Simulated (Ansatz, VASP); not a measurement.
## One calculation of SiO2, two programs

```
Si O
1.0
    -2.83790    2.83790    5.66021
     2.83790   -2.83790    5.66021
     2.83790    2.83790   -5.66021
Si O
4 8
Cartesian
  0.7868 4.2568 1.4151
  4.2568 0.7868 -1.4151
  -1.4189 2.0511 4.2452
  2.0511 -1.4189 7.0753
  0.0000 2.8379 1.5138
  4.0745 1.2366 2.8301
  1.6013 -1.2366 2.8301
  0.0000 0.0000 1.3163
  0.0000 0.0000 10.0042
  0.0000 2.8379 4.1464
  1.2366 -1.2366 5.6602
  -1.2366 1.2366 5.6602
```

Alike in both runs: functional LDA; k mesh 7 × 7 × 7; occupations fermi-dirac, width 0.05 eV; no spin polarisation.

```csv
,VASP,Ansatz
version,VASP 6.6.1,Ansatz 0.2.0
potentials or method,"VASP PAW LDA potentials, release 64 (Si, O)",Ansatz PAW
plane-wave cutoff (eV),520,420
valence electrons in the cell,64,64
task,single point,band structure
```

```tsv
	VASP	Ansatz	Ansatz less VASP
gap on the k mesh at the Fermi level (eV)	4.66	4.66	-0.002
least direct gap on the mesh (eV)	4.66	4.66	-0.002
pressure (GPa)	-5.3	-5.9	-0.53
traceless stress, the component that is largest in VASP (GPa)	-0.97	-1.21	-0.237
rms of the force components (eV/Å)	0.165	0.180	+0.0146
```

LDA's correlation is that of Perdew and Zunger in VASP and of Perdew and Wang (1992) in Ansatz. Atom by atom the forces differ by 0.015 eV/Å (rms over components).
